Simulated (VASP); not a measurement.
Set up this calculation in VASP 6.6.1, as the native input.

* Task: single point
* Functional: PBEsol
* Potentials or basis: VASP PAW PBE potentials, release 64 (Li_sv, F)
* Cutoff: 520 eV
* k mesh: 9 × 9 × 1
* Occupations: gaussian, width 0.1 eV
* Spin: no spin polarisation
* Dipole correction: yes
* Further INCAR settings: ALGO = Normal; EDIFF = 1e-06; NBANDS = 18

The structure of Li4F lies in POSCAR:

```
Li4F
1.0
    3.0534023716      0.0000000000      0.0000000000
    0.0000000000      3.0534023716      0.0000000000
    0.0000000000      0.0000000000     25.4772445679
Li F
4 1
Direct
    0.5000000000      0.5000000000      0.3336310557
    0.0000000000      0.0000000000      0.4183765436
    0.5000000000      0.5000000000      0.5064914558
    0.0000000000      0.0000000000      0.5914671006
    0.5000000000      0.5000000000      0.5776965271
```

One way to write it, as run:

INCAR

```
ALGO = Normal ; DIPOL = 0.5 0.5 0.486
EDIFF = 1E-6 ; ENCUT = 520
GGA = PS ; IDIPOL = 3
ISIF = 2 ; ISMEAR = 0
LASPH = True ; LCHARG = True
LDIPOL = True ; LELF = True
LREAL = False ; LVACPOTAV = True
LVHAR = True ; LWAVE = False
NBANDS = 18 ; NELM = 80
PREC = Accurate ; SIGMA = 0.1
```

KPOINTS

```
k-points
0
Gamma
  9 9 1
```

Potentials or basis: VASP PAW PBE potentials, release 64 (Li_sv, F).

Command:

```bash
$ cat potpaw_PBE.64/Li_sv/POTCAR potpaw_PBE.64/F/POTCAR > POTCAR
$ mpirun -np 1 vasp_std > vasp.out
```

Results of the run:

```json
{
 "Largest force": "0.591 eV/Å"
}
```

Caveat: the PAW data sets were made with another functional, which shifts forces and pressure a little; an odd number of electrons without spin polarisation forces a metal; a magnetic or distorted state may lie lower.

It took 2.2 min on 1 thread of AMD EPYC 7R43 64-Core Processor (Zen 3), with other jobs on the host, peak memory 0.32 GiB.
